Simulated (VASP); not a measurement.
Set up this calculation in VASP 6.6.1, as the native input.

```yaml
Task: single point
Functional: PBE
Potentials_or_basis: VASP PAW PBE potentials, release 64 (Tm_3, C), 4f in core
Cutoff: 600 eV
k_mesh: 6 × 6 × 4
Occupations: gaussian, width 0.1 eV
Spin: no spin polarisation
Dipole_correction: no
Further_INCAR_settings: ALGO = Normal; EDIFF = 1e-06; NBANDS = 26
```

The structure of Tm3C2 lies in POSCAR:

```
Tm3C2
1.0
    3.5118191961      0.0000000000      0.0000000000
    0.0000000000      3.5118191961      0.0000000000
    0.0000000000      0.0000000000      6.9841566975
Tm C
3 2
Direct
    0.0000000000      0.5000000000      0.3532051377
    0.5000000000      0.0000000000      0.6467948623
    0.5000000000      0.5000000000      0.0000000000
    0.5000000000      0.0000000000      0.2868561286
    0.0000000000      0.5000000000      0.7131438714
```

The cell was generated, and may not be a known phase.

These files were run (other wordings do the same):

INCAR

```
PREC = Accurate
ENCUT = 600
EDIFF = 1E-6
ISMEAR = 0
SIGMA = 0.1
LREAL = F
LASPH = T
NELM = 200
ALGO = Normal
ISIF = 2
LWAVE = F
LCHARG = F
GGA = PE
NBANDS = 26
GGA_COMPAT = F
LMAXMIX = 6
```

KPOINTS

```
regular mesh
0
Gamma
  6 6 4
```

Potentials or basis: VASP PAW PBE potentials, release 64 (Tm_3, C), 4f in core.

The run is started by

```sh
$ cat potpaw_PBE.64/Tm_3/POTCAR potpaw_PBE.64/C/POTCAR > POTCAR
$ mpirun -np 1 vasp_std > vasp.out
```

Results of the run:

| Item | Value |
| --- | --- |
| Pressure | 0.6 GPa |
| Largest force | 0.024 eV/Å |
| Band gap on the k mesh | zero (an odd number of electrons rules out a gap without spin polarisation) |

Caveat: spin-orbit coupling is left out, which moves the levels of the heavy elements; the 4f electrons are frozen in the core, so they carry no moment and show no levels.

Wall time 43 s on 1 thread of Intel(R) Xeon(R) 6975P-C (Granite Rapids), on a shared host, peak memory 0.24 GiB.
